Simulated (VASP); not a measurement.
# KBr (Pm-3m) in VASP: settings compared

Aim: see how the results for KBr move with the level of theory and the settings. Levels: PBEsol, PBE. Tasks: vibrations by perturbation theory, dielectric tensor.

All numbers are computed with VASP 6.6.1; they aren't measurements. Logs are shortened: lines on timing, memory, paths and dates and some standing lists are left out, and cuts for length are marked.

## Step 1: The cell of the first run

It takes space group Pm-3m (No. 221, cubic). The conventional cell has a = 3.933 Å, b = 3.933 Å, c = 3.933 Å, α = 90.00°, β = 90.00°, γ = 90.00°. Within 4.5 Å of K (site symmetry m-3m) lie 8 Br at 3.41 Å and 6 K at 3.93 Å. Within 4.5 Å of Br (site symmetry m-3m) lie 8 K at 3.41 Å and 6 Br at 3.93 Å.

## Step 2: Vibrations by perturbation theory, PBEsol

Contents of INCAR:

```
SYSTEM = KBr
PREC     = Accurate       ! precision mode
ENCUT    = 520            ! plane-wave cutoff, eV
EDIFF    = 1E-8           ! SCF threshold, eV
ISMEAR   = 0              ! smearing method
SIGMA    = 0.01           ! smearing width, eV
LREAL    = .False.        ! projectors in reciprocal space
LASPH    = .True.         ! aspherical terms in the spheres
NELM     = 60             ! most SCF steps
ALGO     = Normal         ! electronic algorithm
ISIF     = 2              ! what is computed and relaxed
LWAVE    = .False.        ! write WAVECAR
LCHARG   = .False.        ! write CHGCAR
GGA      = PS             ! functional
IBRION   = 8              ! ionic algorithm
NSW      = 1              ! ionic steps
LEPSILON = .True.         ! dielectric tensor by DFPT
```

Contents of KPOINTS:

```
Automatic mesh
0
Gamma
  6 6 6
  0 0 0
```

Contents of POSCAR:

```
KBr
1.0
    3.9328685639      0.0000000000      0.0000000000
    0.0000000000      3.9328685639      0.0000000000
    0.0000000000      0.0000000000      3.9328685639
K Br
1 1
Direct
    0.0000000000      0.0000000000      0.0000000000
    0.5000000000      0.5000000000      0.5000000000
```

Potentials or basis: VASP PAW PBE potentials, release 64 (K_sv, Br).

On the command line:

```bash
cat potpaw_PBE.64/K_sv/POTCAR potpaw_PBE.64/Br/POTCAR > POTCAR
mpirun -np 1 vasp_std > vasp.out
```

OUTCAR:

```text
SYSTEM = KBr
   PREC = Accurate
   ENCUT = 520
   EDIFF = 1E-8
   ISMEAR = 0
   LREAL = .False.
   LASPH = .True.
   NELM = 60
   ISIF = 2
   GGA = PS
   IBRION = 8
   NSW = 1
   LEPSILON = .True.

 ion  position               nearest neighbor table
   1  0.000  0.000  0.000-
   2  0.500  0.500  0.500-

  LATTYP: Found a simple cubic cell.
 ALAT       =     3.9328685639

  Lattice vectors:

 A1 = (   3.9328685639,   0.0000000000,   0.0000000000)
 A2 = (   0.0000000000,   3.9328685639,   0.0000000000)
 A3 = (   0.0000000000,   0.0000000000,   3.9328685639)

Analysis of symmetry for initial positions (statically):
=====================================================================
 Subroutine PRICEL returns:
 Original cell was already a primitive cell.

 Routine SETGRP: Setting up the symmetry group for a
 simple cubic supercell.

 Subroutine GETGRP returns: Found 48 space group operations
 (whereof 48 operations were pure point group operations)
 out of a pool of 48 trial point group operations.

The static configuration has the point symmetry O_h .

Analysis of symmetry for dynamics (positions and initial velocities):
=====================================================================
 Subroutine PRICEL returns:
 Original cell was already a primitive cell.

 Routine SETGRP: Setting up the symmetry group for a
 simple cubic supercell.

 Subroutine GETGRP returns: Found 48 space group operations
 (whereof 48 operations were pure point group operations)
 out of a pool of 48 trial point group operations.

The dynamic configuration has the point symmetry O_h .

 Subroutine INISYM returns: Found 48 space group operations
 (whereof 48 operations are pure point group operations),
 and found     1 'primitive' translations

----------------------------------------------------------------------------------------

                                     Primitive cell

[... 521 lines left out ...]
     0.00000  0.01281  0.00000
     0.00000  0.00000  0.01281

 MACROSCOPIC STATIC DIELECTRIC TENSOR (including local field effects in DFT)
 ------------------------------------------------------
           2.986444     0.000000    -0.000000
           0.000000     2.986444     0.000000
           0.000000     0.000000     2.986444
 ------------------------------------------------------

 PIEZOELECTRIC TENSOR (including local field effects)  for field in x, y, z        (e  Angst)
          XX          YY          ZZ          XY          YZ          ZX
  --------------------------------------------------------------------------------
  x     0.00000     0.00000     0.00000     0.00000     0.00000     0.00000
  y     0.00000     0.00000     0.00000     0.00000     0.00000     0.00000
  z     0.00000     0.00000     0.00000     0.00000     0.00000     0.00000

 PIEZOELECTRIC TENSOR (including local field effects)  for field in x, y, z        (C/m^2)
          XX          YY          ZZ          XY          YZ          ZX
  --------------------------------------------------------------------------------
  x     0.00000     0.00000     0.00000     0.00000     0.00000     0.00000
  y     0.00000     0.00000     0.00000     0.00000     0.00000     0.00000
  z     0.00000     0.00000     0.00000     0.00000     0.00000     0.00000

 BORN EFFECTIVE CHARGES (including local field effects) (in |e|, cummulative output)
 ---------------------------------------------------------------------------------
 ion    1
    1     1.21069    -0.00000     0.00000
    2    -0.00000     1.21069    -0.00000
    3     0.00000     0.00000     1.21069
 ion    2
    1    -1.21069     0.00000    -0.00000
    2     0.00000    -1.21069     0.00000
    3     0.00000    -0.00000    -1.21069

 INTERNAL STRAIN TENSOR FOR ION    2 for displacements in x,y,z  (eV/Angst):
          X           Y           Z          XY          YZ          ZX
  --------------------------------------------------------------------------------
  x     0.00000     0.00000     0.00000     0.00000     0.00000     0.00000
  y     0.00000     0.00000     0.00000     0.00000     0.00000     0.00000
  z     0.00000     0.00000     0.00000     0.00000     0.00000     0.00000

 SECOND DERIVATIVES (NOT SYMMETRIZED)
 ------------------------------------
               1X          1Y          1Z          2X          2Y          2Z
  1X    -0.789779   -0.000000    0.000000    0.789779    0.000000   -0.000000
  1Y    -0.000000   -0.789779   -0.000000    0.000000    0.789779    0.000000
  1Z    -0.000000    0.000000   -0.789779    0.000000   -0.000000    0.789779
  2X     0.803479   -0.000000    0.000000   -0.803479    0.000000   -0.000000
  2Y    -0.000000    0.803479    0.000000    0.000000   -0.803479   -0.000000
  2Z    -0.000000   -0.000000    0.803479    0.000000    0.000000   -0.803479

 Eigenvectors and eigenvalues of the dynamical matrix
 ----------------------------------------------------

   1 f  =    2.719297 THz    17.085848 2PiTHz   90.705988 cm-1    11.246104 meV
             X         Y         Z           dx          dy          dz
      0.000000  0.000000  0.000000     0.817093   -0.000000    0.000000
      1.966434  1.966434  1.966434    -0.576507    0.000000    0.000000
[... 21 lines left out ...]
   6 f/i=    0.011015 THz     0.069210 2PiTHz    0.367426 cm-1     0.045555 meV
             X         Y         Z           dx          dy          dz
      0.000000  0.000000  0.000000     0.000000    0.000000   -0.576507
      1.966434  1.966434  1.966434     0.000000    0.000000   -0.817093

--------------------------------------------------------------------------------------------------------

 MACROSCOPIC STATIC DIELECTRIC TENSOR IONIC CONTRIBUTION
 ------------------------------------------------------
           5.473089     0.000000    -0.000000
           0.000000     5.473089     0.000000
          -0.000000     0.000000     5.473089
 ------------------------------------------------------

 ELASTIC MODULI CONTR FROM IONIC RELAXATION (kBar)
 Direction    XX          YY          ZZ          XY          YZ          ZX
 --------------------------------------------------------------------------------
 XX           0.0000      0.0000      0.0000      0.0000      0.0000      0.0000
 YY           0.0000      0.0000      0.0000      0.0000      0.0000      0.0000
 ZZ           0.0000      0.0000      0.0000      0.0000      0.0000      0.0000
 XY           0.0000      0.0000      0.0000      0.0000      0.0000      0.0000
 YZ           0.0000      0.0000      0.0000      0.0000      0.0000      0.0000
 ZX           0.0000      0.0000      0.0000      0.0000      0.0000      0.0000
 --------------------------------------------------------------------------------

 PIEZOELECTRIC TENSOR IONIC CONTR  for field in x, y, z        (C/m^2)
          XX          YY          ZZ          XY          YZ          ZX
  --------------------------------------------------------------------------------
  x     0.00000     0.00000     0.00000     0.00000     0.00000     0.00000
  y     0.00000     0.00000     0.00000     0.00000     0.00000     0.00000
  z     0.00000     0.00000     0.00000     0.00000     0.00000     0.00000
```

OSZICAR:

```text
N       E                     dE             d eps       ncg     rms          rms(c)
DAV:   1     0.102656330218E+03    0.10266E+03   -0.73678E+03   480   0.121E+03
DAV:   2    -0.997493833585E+00   -0.10365E+03   -0.96127E+02   604   0.278E+02
DAV:   3    -0.636105797650E+01   -0.53636E+01   -0.53401E+01   612   0.583E+01
[... 248 lines left out ...]
RMM:  12    -0.143185982838E+00    0.14216E-07    0.21874E-07  2072   0.199E-04    0.338E-06
RMM:  13    -0.143185994973E+00   -0.12135E-07    0.15181E-07  2011   0.184E-04    0.138E-06
RMM:  14    -0.143185999380E+00   -0.44064E-08    0.13812E-07  1830   0.180E-04    0.429E-07
RMM:  15    -0.143185998120E+00    0.12602E-08    0.16268E-07  1669   0.178E-04    0.496E-07
RMM:  16    -0.143185998112E+00    0.75329E-11    0.24861E-07  1438   0.178E-04    0.500E-07
RMM:  17    -0.143185998262E+00   -0.15031E-09    0.26515E-07  1368   0.177E-04    0.485E-07
 Linear response finished
```

stdout:

```text
POSCAR found type information on POSCAR K Br
 POSCAR found :  2 types and       2 ions
 scaLAPACK will be used
 -----------------------------------------------------------------------------
|                                                                             |
|                                                                             |
|     You enforced a specific xc type in the INCAR file but a different       |
[... 39 lines left out ...]
 force on displaced ion       1 direction 1 :  -0.790  -0.000   0.000
 Born effective charge ion    1 direction 1 :   1.208   0.000   0.000
 Linear response progress:
 first order change of Fermi-energy  -0.25603E-04
 force on displaced ion       2 direction 1 :  -0.803   0.000  -0.000
 Born effective charge ion    2 direction 1 :  -1.214   0.000   0.000
 Born effective charges drift removed
 Linear response finished
```

It took 11 min on 1 thread of Oxide Virtual Turin-like, shared host; peak memory 0.21 GiB.

What came out:

| Item | Value |
| --- | --- |
| Electronic dielectric tensor (diagonal) | 2.99 |
| Born charges (mean of the diagonal) | K +1.21; Br -1.21 e |
| Highest phonon frequency at Γ, LO-TO splitting left out | 91 cm⁻¹ |

Phonon frequencies in cm⁻¹ (negative: imaginary):
| q point | frequencies |
| --- | --- |
| (0.000, 0.000, 0.000) | 0 0 0 91 91 91 |

Electronic dielectric tensor:
```
2.99 0.00 0.00
0.00 2.99 0.00
0.00 0.00 2.99
```

Born effective charge tensors (e):
atom 1, K
```
1.21 0.00 0.00
0.00 1.21 0.00
0.00 0.00 1.21
```
atom 2, Br
```
-1.21  0.00  0.00
 0.00 -1.21  0.00
 0.00  0.00 -1.21
```

Caveat: the PAW data sets were made with another functional, which shifts forces and pressure a little.

## Step 3: Dielectric tensor, PBE

This run uses another cell than the first one, of 31.42 Å³/atom.

Contents of INCAR:

```
  PREC = Accurate
  ENCUT = 520
  EDIFF = 1E-8
  ISMEAR = 0
  SIGMA = 0.01
  LREAL = False
  LASPH = True
  NELM = 80
  ALGO = Normal
  ISIF = 2
  LWAVE = False
  LCHARG = False
  GGA = PE
  LEPSILON = True
```

Contents of KPOINTS:

```
Automatic mesh
0
Gamma
  6 6 6
```

Contents of POSCAR:

```
KBr
1.0
    3.9758688753      0.0000000000      0.0000000000
    0.0000000000      3.9758688753      0.0000000000
    0.0000000000      0.0000000000      3.9758688753
K Br
1 1
Direct
    0.0000000000      0.0000000000      0.0000000000
    0.5000000000      0.5000000000      0.5000000000
```

Potentials or basis: VASP PAW PBE potentials, release 64 (K_sv, Br).

On the command line:

```bash
cat potpaw_PBE.64/K_sv/POTCAR potpaw_PBE.64/Br/POTCAR > POTCAR
mpirun -np 1 vasp_std > vasp.out
```

OUTCAR:

```text
PREC = Accurate
   ENCUT = 520
   EDIFF = 1E-8
   ISMEAR = 0
   LREAL = False
   LASPH = True
   NELM = 80
   ISIF = 2
   GGA = PE
   LEPSILON = True

 ion  position               nearest neighbor table
   1  0.000  0.000  0.000-
   2  0.500  0.500  0.500-

  LATTYP: Found a simple cubic cell.
 ALAT       =     3.9758688753

  Lattice vectors:

 A1 = (   3.9758688753,   0.0000000000,   0.0000000000)
 A2 = (   0.0000000000,   3.9758688753,   0.0000000000)
 A3 = (   0.0000000000,   0.0000000000,   3.9758688753)

Analysis of symmetry for initial positions (statically):
=====================================================================
 Subroutine PRICEL returns:
[... 537 lines left out ...]
     0.00002  0.00000  0.00000
     0.00000  0.00002  0.00000
     0.00000 -0.00000 -0.00036

 MACROSCOPIC STATIC DIELECTRIC TENSOR (including local field effects in DFT)
 ------------------------------------------------------
           2.889190    -0.000000     0.000000
           0.000000     2.889190     0.000000
          -0.000000    -0.000000     2.889190
 ------------------------------------------------------

 PIEZOELECTRIC TENSOR (including local field effects)  for field in x, y, z        (e  Angst)
          XX          YY          ZZ          XY          YZ          ZX
  --------------------------------------------------------------------------------
  x     0.00000     0.00000     0.00000     0.00000     0.00000     0.00000
  y     0.00000     0.00000     0.00000     0.00000     0.00000     0.00000
  z     0.00000     0.00000     0.00000     0.00000     0.00000     0.00000

 PIEZOELECTRIC TENSOR (including local field effects)  for field in x, y, z        (C/m^2)
          XX          YY          ZZ          XY          YZ          ZX
  --------------------------------------------------------------------------------
  x     0.00000     0.00000     0.00000     0.00000     0.00000     0.00000
  y     0.00000     0.00000     0.00000     0.00000     0.00000     0.00000
  z     0.00000     0.00000     0.00000     0.00000     0.00000     0.00000

 BORN EFFECTIVE CHARGES (including local field effects) (in |e|, cummulative output)
 ---------------------------------------------------------------------------------
 ion    1
    1     1.21340    -0.00000     0.00000
    2     0.00000     1.21340     0.00000
    3     0.00000     0.00000     1.21340
 ion    2
    1    -1.21340     0.00000     0.00000
    2    -0.00000    -1.21340     0.00000
    3    -0.00000    -0.00000    -1.21340
```

OSZICAR:

```text
[... 13 lines left out ...]
RMM:  12    -0.376875284792E+00    0.16640E-06   -0.47974E-06  2137   0.171E-03    0.274E-04
RMM:  13    -0.376875290540E+00   -0.57475E-08    0.50647E-07  1879   0.808E-04    0.281E-04
RMM:  14    -0.376874243482E+00    0.10471E-05    0.32445E-07  1973   0.559E-04    0.153E-04
RMM:  15    -0.376874215148E+00    0.28334E-07    0.12841E-06  1872   0.436E-04    0.660E-05
RMM:  16    -0.376874260949E+00   -0.45800E-07    0.13017E-06  1540   0.351E-04    0.545E-05
RMM:  17    -0.376874298956E+00   -0.38007E-07    0.13842E-06  1354   0.330E-04    0.361E-05
RMM:  18    -0.376874294560E+00    0.43959E-08    0.13125E-06  1246   0.320E-04    0.254E-05
RMM:  19    -0.376874315383E+00   -0.20823E-07    0.13112E-06  1167   0.316E-04    0.137E-05
RMM:  20    -0.376874338203E+00   -0.22821E-07    0.13268E-06  1104   0.315E-04    0.394E-06
```

It took 5.9 min on 1 thread of Oxide Virtual Turin-like, shared host; peak memory 0.2 GiB.

What came out:

| Property | Result |
| --- | --- |
| Band gap on the k mesh | 4.02 eV (least direct gap 4.30 eV) |
| Electronic dielectric tensor (diagonal) | 2.89 |
| Born charges (mean of the diagonal) | K +1.21; Br -1.21 e |

Levels at points of the mesh, in eV from the valence-band top:
```tsv
k point	band 6	band 7	band 8	band 9	band 10	band 11
(0.00, 0.00, 0.00)	-0.28	-0.28	-0.28	4.02	5.79	5.79
(0.50, 0.00, 0.00)	-2.10	-0.26	-0.26	6.68	7.18	7.93
(0.50, 0.50, 0.00)	-1.48	-1.48	0.00	5.23	6.54	8.07
(0.50, 0.50, 0.50)	-1.55	-1.55	-1.55	7.51	7.51	7.51
```

Electronic dielectric tensor:
```
2.89 0.00 0.00
0.00 2.89 0.00
0.00 0.00 2.89
```

Born effective charge tensors (e):
atom 1, K
```
1.21 0.00 0.00
0.00 1.21 0.00
0.00 0.00 1.21
```
atom 2, Br
```
-1.21  0.00  0.00
 0.00 -1.21  0.00
 0.00  0.00 -1.21
```

A k mesh can miss the band edges.
